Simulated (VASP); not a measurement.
A run of VASP 6.6.1:

Contents of INCAR:

```
SYSTEM = InSe
PREC = Accurate
ENCUT = 520
EDIFF = 1E-6
ISMEAR = 0
SIGMA = 0.01
LREAL = .FALSE.
LASPH = .TRUE.
NELM = 60
ALGO = Normal
ISIF = 2
LWAVE = .FALSE.
LCHARG = .FALSE.
NBANDS = 48
```

Contents of KPOINTS:

```
Automatic mesh
0
G
  12 12 4
  0 0 0
```

Contents of POSCAR:

```
InSe
1.0
    3.9663366903     -0.0000000028      0.0000000000
   -1.9831683427      3.4349483352      0.0000000000
    0.0000000000      0.0000000000     16.4589369488
In Se
4 4
Direct
    0.3333333333      0.6666666667      0.3333094185
    0.6666666667      0.3333333333      0.8333094185
    0.6666666667      0.3333333333      0.6666905815
    0.3333333333      0.6666666667      0.1666905815
    0.3333333333      0.6666666667      0.5894530025
    0.6666666667      0.3333333333      0.0894530025
    0.6666666667      0.3333333333      0.4105469975
    0.3333333333      0.6666666667      0.9105469975
```

Potentials or basis: VASP PAW LDA potentials, release 64 (In_d, Se).

Command:

```console
$ cat potpaw_LDA.64/In_d/POTCAR potpaw_LDA.64/Se/POTCAR > POTCAR
$ mpirun -np 1 vasp_std > vasp.out
```

Hardware: 1 thread of Intel Xeon 8259CL (shared host).

Question: Estimate the wall time of this run.

Answer: Wall time 24 min on 1 thread of Intel Xeon 8259CL, with other jobs on the host, peak memory 0.58 GiB. Counts: scf iterations 14, k points 57.
